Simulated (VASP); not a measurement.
# SnO2 (R3m) in VASP: a series of runs

SnO2 is run at these levels: LDA; tasks: single point.

Everything below comes from runs of VASP 6.6.1. Logs are shortened: lines on timing, memory, paths and dates and some standing lists are left out, and cuts for length are marked.

## (1) The cell of the first run

The structure is trigonal, space group R3m (No. 160). Conventional cell: a = 6.416 Å, b = 6.416 Å, c = 12.244 Å, α = 90.00°, β = 90.00°, γ = 120.00°. Sn (site symmetry 3m) has 6 O at 2.09 Å within 2.8 Å. Sn (site symmetry m) has 6 O at 2.00 to 2.09 Å within 2.7 Å. O (site symmetry 3m) has 3 Sn at 2.00 Å and 3 O at 2.53 Å within 2.7 Å. O (site symmetry m) has 3 Sn at 2.09 Å and 6 O at 2.67 to 2.84 Å within 2.9 Å. O (site symmetry 3m) has 3 Sn at 2.09 Å and 6 O at 2.67 to 2.84 Å within 2.9 Å. Within 3.3 Å of O (site symmetry m) lie 4 Sn at 2.09 to 3.12 Å and 12 O at 2.53 to 3.21 Å.

## (2) Single point, LDA (atom 5 (O) moved -0.200 Å along Cartesian [0 0 1])

File INCAR:

```
SYSTEM = SnO2
PREC = Accurate ; ENCUT = 520
EDIFF = 1E-6 ; ISMEAR = 0
SIGMA = 0.05 ; LREAL = .FALSE.
LASPH = .TRUE. ; NELM = 100
ALGO = Normal ; ISIF = 2
LWAVE = .FALSE. ; LCHARG = .FALSE.
GGA = CA ; NBANDS = 64
```

File KPOINTS:

```
Automatic mesh
0
G
  6 6 6
  0 0 0
```

File POSCAR:

```
SnO2
1.0
   -3.2078313831     -1.8520423126      4.0813809037
    3.2078313831     -1.8520423126      4.0813809037
    0.0000000000      3.7040846251      4.0813809037
Sn O
4 8
Direct
    0.5000000000      0.5000000000      0.5000000000
    1.0000000000      1.0000000000      0.5000000000
    1.0000000000      0.5000000000      0.0000000000
    0.5000000000      1.0000000000      0.0000000000
    0.2288562048      0.2288562048      0.2288562048
    0.7451905456      0.7451905456      0.2451905456
    0.7451905456      0.2451905456      0.7451905456
    0.2451905456      0.7451905456      0.7451905456
    0.7548094544      0.7548094544      0.7548094544
    0.2548094544      0.2548094544      0.7548094544
    0.2548094544      0.7548094544      0.2548094544
    0.7548094544      0.2548094544      0.2548094544
```

Potentials or basis: VASP PAW LDA potentials, release 64 (Sn_d, O).

Command:

```sh
cat potpaw_LDA.64/Sn_d/POTCAR potpaw_LDA.64/O/POTCAR > POTCAR
mpirun -np 1 vasp_std > vasp.out
```

OUTCAR:

```text
SYSTEM = SnO2
   PREC = Accurate
   ENCUT = 520
   EDIFF = 1E-6
   ISMEAR = 0
   LREAL = .FALSE.
   LASPH = .TRUE.
   NELM = 100
   ISIF = 2
   GGA = CA

 ion  position               nearest neighbor table
   1  0.500  0.500  0.500-   7 2.09   8 2.09  11 2.09  12 2.09   6 2.09  10 2.09   2 3.21   2 3.21
                             3 3.21   4 3.21   4 3.21   3 3.21
   2  0.000  0.000  0.500-   5 2.00   7 2.09   8 2.09  11 2.09  12 2.09   9 2.09   1 3.21   1 3.21
                             3 3.21   3 3.21   4 3.21   4 3.21
   3  0.000  0.500  0.000-   5 2.00   6 2.09   9 2.09  10 2.09   8 2.09  12 2.09   4 3.21   4 3.21
                             2 3.21   1 3.21   1 3.21   2 3.21
   4  0.500  0.000  0.000-   5 2.00   6 2.09   9 2.09  10 2.09   7 2.09  11 2.09   3 3.21   3 3.21
                             1 3.21   1 3.21   2 3.21   2 3.21
   5  0.229  0.229  0.229-   3 2.00   4 2.00   2 2.00
   6  0.745  0.745  0.245-   3 2.09   4 2.09   1 2.09
   7  0.745  0.245  0.745-   1 2.09   2 2.09   4 2.09
   8  0.245  0.745  0.745-   1 2.09   2 2.09   3 2.09
   9  0.755  0.755  0.755-   3 2.09   4 2.09   2 2.09
  10  0.255  0.255  0.755-   3 2.09   4 2.09   1 2.09
  11  0.255  0.755  0.255-   1 2.09   2 2.09   4 2.09
  12  0.755  0.255  0.255-   1 2.09   2 2.09   3 2.09

  LATTYP: Found a trigonal (rhomboedric) cell.
 ALAT       =     5.5116161869
 COS(alpha) =     0.3225221110

  Lattice vectors:

 A1 = (  -3.2078313831,  -1.8520423126,   4.0813809037)
 A2 = (   3.2078313831,  -1.8520423126,   4.0813809037)
 A3 = (   0.0000000000,   3.7040846251,   4.0813809037)

Analysis of symmetry for initial positions (statically):
=====================================================================
 Subroutine PRICEL returns:
 Original cell was already a primitive cell.

 Routine SETGRP: Setting up the symmetry group for a
 trigonal (rhombohedral) supercell.

 Subroutine GETGRP returns: Found  6 space group operations
 (whereof  6 operations were pure point group operations)
 out of a pool of 12 trial point group operations.

The static configuration has the point symmetry C_3v.

Analysis of symmetry for dynamics (positions and initial velocities):
=====================================================================
 Subroutine PRICEL returns:
 Original cell was already a primitive cell.

 Routine SETGRP: Setting up the symmetry group for a
 trigonal (rhombohedral) supercell.

 Subroutine GETGRP returns: Found  6 space group operations
 (whereof  6 operations were pure point group operations)
 out of a pool of 12 trial point group operations.

The dynamic configuration has the point symmetry C_3v.

 Subroutine INISYM returns: Found  6 space group operations
 (whereof  6 operations are pure point group operations),
 and found     1 'primitive' translations

----------------------------------------------------------------------------------------

                                     Primitive cell

  volume of cell :     145.4859

  direct lattice vectors                    reciprocal lattice vectors
    -3.207831383 -1.852042313  4.081380904    -0.155868542 -0.089990745  0.081671704
     3.207831383 -1.852042313  4.081380904     0.155868542 -0.089990745  0.081671704
     0.000000000  3.704084625  4.081380904     0.000000000  0.179981489  0.081671704

  length of vectors
     5.511616187  5.511616187  5.511616187     0.197645146  0.197645146  0.197645146

  position of ions in fractional coordinates (direct lattice)
     0.500000000  0.500000000  0.500000000
     0.000000000  0.000000000  0.500000000
     0.000000000  0.500000000  0.000000000
     0.500000000  0.000000000  0.000000000
     0.228856205  0.228856205  0.228856205
     0.745190546  0.745190546  0.245190546
     0.745190546  0.245190546  0.745190546
     0.245190546  0.745190546  0.745190546
     0.754809454  0.754809454  0.754809454
     0.254809454  0.254809454  0.754809454
     0.254809454  0.754809454  0.254809454
     0.754809454  0.254809454  0.254809454

  ion indices of the primitive-cell ions
   primitive index   ion index
                 1           1
                 2           2
                 3           3
                 4           4
                 5           5
                 6           6
                 7           7
                 8           8
                 9           9
                10          10
                11          11
                12          12

----------------------------------------------------------------------------------------

 KPOINTS: Automatic mesh

Automatic generation of k-mesh.
 Grid dimensions read from file:
 generate k-points for:    6    6    6

 Generating k-lattice:

  Cartesian coordinates                     Fractional coordinates (reciprocal lattice)
    -0.025978090 -0.014998457  0.013611951     0.166666667 -0.000000000 -0.000000000
     0.025978090 -0.014998457  0.013611951    -0.000000000  0.166666667 -0.000000000
     0.000000000  0.029996915  0.013611951    -0.000000000 -0.000000000  0.166666667

  Length of vectors
     0.032940858  0.032940858  0.032940858

  Shift w.r.t. Gamma in fractional coordinates (k-lattice)
     0.000000000  0.000000000  0.000000000

 Subroutine IBZKPT returns following result:
 ===========================================

 Found     32 irreducible k-points:

 Following reciprocal coordinates:
            Coordinates               Weight
  0.000000  0.000000  0.000000      1.000000
  0.166667 -0.000000  0.000000      6.000000
  0.333333 -0.000000  0.000000      6.000000
  0.500000 -0.000000  0.000000      3.000000
  0.166667  0.166667 -0.000000      6.000000
  0.333333  0.166667  0.000000     12.000000
[... 16 lines left out ...]
  0.500000  0.500000  0.166667      6.000000
 -0.333333  0.500000  0.166667     12.000000
 [... further k-points ...]
   k-points           NKPTS =     32   k-points in BZ     NKDIM =     32   number of bands    NBANDS=     64
   number of dos      NEDOS =    301   number of ions     NIONS =     12
   total plane-waves  NPLWV =  74088
   dimension x,y,z NGX =    42 NGY =   42 NGZ =   42
   dimension x,y,z NGXF=    84 NGYF=   84 NGZF=   84
   ions per type =               4   8
   NGX,Y,Z   is equivalent  to a cutoff of  12.67, 12.67, 12.67 a.u.
   NGXF,Y,Z  is equivalent  to a cutoff of  25.34, 25.34, 25.34 a.u.
 SYSTEM =  SnO2
   PREC   = accura    normal or accurate (medium, high low for compatibility)
   ISTART =      0    job   : 0-new  1-cont  2-samecut
   ICHARG =      2    charge: 1-file 2-atom 10-const
   ISPIN  =      1    spin polarized calculation?
   LNONCOLLINEAR =      F non collinear calculations
   LSORBIT =      F    spin-orbit coupling
   LASPH  =      T    aspherical Exc in radial PAW
   ENCUT  =  520.0 eV  38.22 Ry    6.18 a.u.  10.25 10.25 10.25*2*pi/ulx,y,z
   NELM   =    100;   NELMIN=  2; NELMDL= -5     # of ELM steps
   EDIFF  = 0.1E-05   stopping-criterion for ELM
   LREAL  =      F    real-space projection
   EDIFFG = 0.1E-04   stopping-criterion for IOM
   NSW    =      0    number of steps for IOM
   IBRION =     -1    ionic relax: 0-MD 1-quasi-New 2-CG
   NFREE  =      0    steps in history (QN), initial steepest desc. (CG)
   ISIF   =      2    stress and relaxation
   ISYM   =      2    0-nonsym 1-usesym 2-fastsym
   POTIM  = 0.5000    time-step for ionic-motion
   TEBEG  =    0.0;   TEEND  =   0.0 temperature during run
   PSTRESS=    0.0 pullay stress
   NELECT =     104.0000    total number of electrons
   NUPDOWN=      -1.0000    fix difference up-down
   EMIN   =  10.00;   EMAX   =-10.00  energy-range for DOS
   EFERMI =   0.00;   METHOD = LEGACY
   ISMEAR =     0;   SIGMA  =   0.05  broadening in eV -4-tet -1-fermi 0-gaus
   EFERMI_NEDOS =   21; number of points for ismear=-14 and -15
   IALGO  =     38    algorithm
   IMIX   =      4    mixing-type and parameters
     AMIX     =   0.40;   BMIX     =  1.00
     AMIX_MAG =   1.60;   BMIX_MAG =  1.00
  volume/ion in A,a.u.               =      12.12        81.82
  Fermi-wavevector in a.u.,A,eV,Ry     =   1.463791  2.766163 29.152978  2.142683
  Thomas-Fermi vector in A             =   2.579844
   LORBIT       =      0    0 simple, 1 ext, 2 COOP (PROOUT), +10 PAW based schemes
   GGA     = CA    functional components
   LHFCALC =     F    Hartree Fock is set to
   AEXX    =    0.0000 exact exchange contribution
   IVDW    =     0    specifies the selected vdW correction
   LEPSILON=     F    determine dielectric tensor
   LRPA    =     F    only Hartree local field effects (RPA)
 non-spin polarized calculation
 Gauss-broadening in eV      SIGMA  =   0.05
  energy-cutoff  :      520.00
  volume of cell :      145.49
 maximum number of plane-waves:      3946
 NGX is ok and might be reduce to    42
   NGX = 21   NGY = 21   NGZ = 21

 number of electron     104.0000035 magnetization

 Free energy of the ion-electron system (eV)
  ---------------------------------------------------
  ext. energy  EPLUGINS =         0.00000000
  ---------------------------------------------------
  free energy    TOTEN  =       -82.00246652 eV

  energy without entropy =      -82.00246652  energy(sigma->0) =      -82.00246652

 E-fermi :   5.7528     XC(G=0): -11.6645

 val. band max:        5.5070401024   @ k =   0.0000   0.0000   0.0000
 cond. band min:       7.1282626841   @ k =   0.0000   0.0000   0.0000
 fundamental gap:      1.6212225816
 Fermi energy:         5.7528318422

 k-point     1 :       0.0000    0.0000    0.0000
  band No.  band energies     occupation
      1     -15.5629      2.00000
      2     -15.3258      2.00000
      3     -15.3258      2.00000
      4     -14.8311      2.00000
      5     -14.4712      2.00000
      6     -14.4712      2.00000
[... 56 lines left out ...]
     63      16.2136      0.00000
     64      16.2433      0.00000

 k-point     2 :       0.1667   -0.0000    0.0000
  band No.  band energies     occupation
      1     -15.5155      2.00000
      2     -15.2838      2.00000
      3     -15.2795      2.00000
      4     -14.7923      2.00000
      5     -14.5377      2.00000
      6     -14.4562      2.00000
[... 56 lines left out ...]
     63      16.1328      0.00000
     64      16.2664      0.00000

 k-point     3 :       0.3333   -0.0000    0.0000
  band No.  band energies     occupation
      1     -15.3913      2.00000
      2     -15.1738      2.00000
      3     -15.1511      2.00000
      4     -14.7915      2.00000
      5     -14.6376      2.00000
      6     -14.5582      2.00000
[... 1396 lines left out ...]
     63      15.0126      0.00000
     64      15.6280      0.00000

 k-point    24 :      -0.3333    0.5000    0.1667
  band No.  band energies     occupation
      1     -15.2931      2.00000
      2     -15.0729      2.00000
      3     -15.0524      2.00000
      4     -14.8912      2.00000
      5     -14.7639      2.00000
      6     -14.6257      2.00000
[... 56 lines left out ...]
     63      15.0877      0.00000
     64      15.3484      0.00000

 [... further k-points ...]

------------------------ aborting loop because EDIFF is reached ----------------------------------------

  FORCE on cell =-STRESS in cart. coord.  units (eV):
  Direction    XX          YY          ZZ          XY          YZ          ZX
  --------------------------------------------------------------------------------------
  -------------------------------------------------------------------------------------
  Total        3.9790994      3.9790994      2.2315365      0.0000000     -0.0000000      0.0000000
  in kB       43.8202198     43.8202198     24.5750128      0.0000000     -0.0000000      0.0000000
  external PRESSURE =      37.4051508 kB  Pullay stress =       0.0000000 kB

 VOLUME and BASIS-vectors are now :
 -----------------------------------------------------------------------------
  energy-cutoff  :      520.00
  volume of cell :      145.49
      direct lattice vectors                 reciprocal lattice vectors
    -3.207831383 -1.852042313  4.081380904    -0.155868542 -0.089990745  0.081671704
     3.207831383 -1.852042313  4.081380904     0.155868542 -0.089990745  0.081671704
     0.000000000  3.704084625  4.081380904     0.000000000  0.179981489  0.081671704

 POSITION                                       TOTAL-FORCE (eV/Angst)
 -----------------------------------------------------------------------------------
      0.00000     -0.00000      6.12207         0.000000      0.000000     -0.040701
      0.00000      1.85204      2.04069         0.000000      0.785654     -0.509778
      1.60392     -0.92602      2.04069         0.680396     -0.392827     -0.509778
     -1.60392     -0.92602      2.04069        -0.680396     -0.392827     -0.509778
      0.00000     -0.00000      2.80215         0.000000     -0.000000      2.327808
      0.00000     -1.85204      7.08353         0.000000     -0.012555      0.100957
     -1.60392      0.92602      7.08353        -0.010873      0.006278      0.100957
      1.60392      0.92602      7.08353         0.010873      0.006278      0.100957
      0.00000     -0.00000      9.24199         0.000000      0.000000     -0.098737
      0.00000      1.85204      5.16061         0.000000     -0.495967     -0.320636
      1.60392     -0.92602      5.16061        -0.429520      0.247983     -0.320636
     -1.60392     -0.92602      5.16061         0.429520      0.247983     -0.320636
 -----------------------------------------------------------------------------------
    total drift:                                0.000000      0.000000     -0.000435

  FREE ENERGIE OF THE ION-ELECTRON SYSTEM (eV)
  ---------------------------------------------------
  free  energy   TOTEN  =       -82.0024665248 eV

  energy  without entropy=      -82.0024665248  energy(sigma->0) =      -82.00246652
```

It took 5.3 min on 1 thread of AMD EPYC 9R14 (Zen 4), shared host; peak memory 0.31 GiB.

Results:

```
Free energy            : -82.0025 eV
Pressure               : 3.7 GPa
Largest force          : 2.328 eV/Å
Band gap on the k mesh : 1.62 eV
```

Forces on the atoms (eV/Å):
```
Sn   0.000  0.000 -0.041
Sn   0.000  0.786 -0.510
Sn   0.680 -0.393 -0.510
Sn  -0.680 -0.393 -0.510
O    0.000  0.000  2.328
O    0.000 -0.013  0.101
O   -0.011  0.006  0.101
O    0.011  0.006  0.101
O    0.000  0.000 -0.099
O    0.000 -0.496 -0.321
O   -0.430  0.248 -0.321
O    0.430  0.248 -0.321
```

Caveat: the cell differs from its parent crystal (atom 5 (O) moved -0.200 Å along Cartesian [0 0 1]); the cell stands under pressure; spin-orbit coupling is left out, which moves the levels of the heavy elements; forces of over 1 eV/Å act on the atoms, so gaps and moduli don't describe the material at rest.

## (3) Single point, LDA (atom 5 (O) moved +0.133 Å along Cartesian [0 0 1])

File INCAR:

```
SYSTEM = SnO2
ALGO = Normal
EDIFF = 1E-7
ENCUT = 520
GGA = CA
ISIF = 2
ISMEAR = 0
LASPH = .TRUE.
LCHARG = .FALSE.
LREAL = .FALSE.
LWAVE = .FALSE.
NBANDS = 64
NELM = 80
PREC = Accurate
SIGMA = 0.05
```

File KPOINTS:

```
k-points
0
G
  6 6 6
  0 0 0
```

Edit POSCAR of step 2 so:

```diff
@@ -12,3 +12,3 @@
     0.5000000000      1.0000000000      0.0000000000
-    0.2288562048      0.2288562048      0.2288562048
+    0.2560773838      0.2560773838      0.2560773838
     0.7451905456      0.7451905456      0.2451905456
```

Potentials or basis: VASP PAW LDA potentials, release 64 (Sn_d, O).

Command:

```sh
cat potpaw_LDA.64/Sn_d/POTCAR potpaw_LDA.64/O/POTCAR > POTCAR
mpirun -np 1 vasp_std > vasp.out
```

It took 5.7 min on 1 thread of AMD EPYC 9R14 (Zen 4), shared host; peak memory 0.31 GiB.

It converged, with:

- Free energy: -82.1522 eV
- Pressure: -0.4 GPa
- Largest force: 1.392 eV/Å
- Band gap on the k mesh: 1.41 eV

Forces in eV/Å, atoms in the order of the input:
```
Sn   0.000  0.000 -0.006
Sn   0.000 -0.333  0.335
Sn  -0.289  0.167  0.335
Sn   0.289  0.167  0.335
O    0.000  0.000 -1.392
O    0.000  0.008  0.041
O    0.007 -0.004  0.041
O   -0.007 -0.004  0.041
O    0.000  0.000 -0.038
O    0.000  0.301  0.103
O    0.261 -0.151  0.103
O   -0.261 -0.151  0.103
```

Stress tensor (GPa, compression positive):
```
 0.18  0.00  0.00
 0.00  0.18  0.00
 0.00  0.00 -1.50
```

Levels at points of the mesh, in eV from the valence-band top:
| k point | band 48 | band 49 | band 50 | band 51 | band 52 | band 53 | band 54 | band 55 | band 56 | band 57 |
| --- | --- | --- | --- | --- | --- | --- | --- | --- | --- | --- |
| (0.00, 0.00, 0.00) | -0.65 | -0.16 | -0.16 | -0.14 | 0.00 | 1.41 | 4.51 | 4.51 | 4.65 | 5.09 |
| (0.50, 0.00, 0.00) | -0.71 | -0.49 | -0.48 | -0.20 | -0.12 | 3.98 | 4.03 | 5.45 | 5.54 | 6.29 |
| (0.50, 0.50, 0.00) | -1.06 | -0.79 | -0.73 | -0.33 | -0.25 | 4.46 | 4.56 | 5.46 | 5.55 | 7.31 |
| (0.50, 0.50, 0.50) | -1.30 | -1.30 | -1.26 | -1.19 | -1.19 | 3.69 | 5.28 | 5.28 | 5.38 | 5.75 |

Caveat: the cell differs from its parent crystal (atom 5 (O) moved +0.133 Å along Cartesian [0 0 1]); spin-orbit coupling is left out, which moves the levels of the heavy elements; forces of over 1 eV/Å act on the atoms, so gaps and moduli don't describe the material at rest.

(Part 1 of 2 ends here.)
